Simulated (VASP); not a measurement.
Wanted: the native input for a VASP 6.6.1 run.

```
Task                   : single point
Functional             : PBEsol
Potentials or basis    : VASP PAW PBE potentials, release 64 (Sn_d, O)
Cutoff                 : 520 eV
k mesh                 : 12 × 12 × 10
Occupations            : gaussian, width 0.15 eV
Spin                   : no spin polarisation
Dipole correction      : no
Further INCAR settings : ALGO = Normal; EDIFF = 1e-06; NBANDS = 28
```

The structure of SnO lies in POSCAR:

```
SnO
1.0
    3.9195382016      0.0000000000      0.0000000000
    0.0000000000      3.9195382016      0.0000000000
    0.0000000000      0.0000000000      4.6818874038
Sn O
2 2
Direct
    0.0000000000      0.5000000000      0.2423986461
    0.5000000000      0.0000000000      0.7576013539
    0.0000000000      0.0000000000      0.0000000000
    0.5000000000      0.5000000000      0.0000000000
```

This cell differs from its parent crystal: strain +0.030 along x and y, -0.015 along z.

The input as run:

INCAR

```
SYSTEM = SnO
  PREC = Accurate
  ENCUT = 520
  EDIFF = 1E-6
  ISMEAR = 0
  SIGMA = 0.15
  LREAL = .FALSE.
  LASPH = .TRUE.
  NELM = 60
  ALGO = Normal
  ISIF = 2
  LWAVE = .FALSE.
  LCHARG = .FALSE.
  GGA = PS
  NBANDS = 28
```

KPOINTS

```
regular mesh
0
G
  12 12 10
  0 0 0
```

Potentials or basis: VASP PAW PBE potentials, release 64 (Sn_d, O).

The run is started by

```bash
$ cat potpaw_PBE.64/Sn_d/POTCAR potpaw_PBE.64/O/POTCAR > POTCAR
$ mpirun -np 1 vasp_std > vasp.out
```

Results of the run:

```
Pressure               : -4.3 GPa
Largest force          : 0.291 eV/Å
Band gap on the k mesh : 0.27 eV (least direct gap 1.78 eV)
```

Caveat: the cell differs from its parent crystal (strain +0.030 along x and y, -0.015 along z); the cell stands under tension; the PAW data sets were made with another functional, which shifts forces and pressure a little; spin-orbit coupling is left out, which moves the levels of the heavy elements.

Run time: 110 s on 1 thread of Intel(R) Xeon(R) 6975P-C (Granite Rapids) (shared host), peak memory 0.37 GiB.
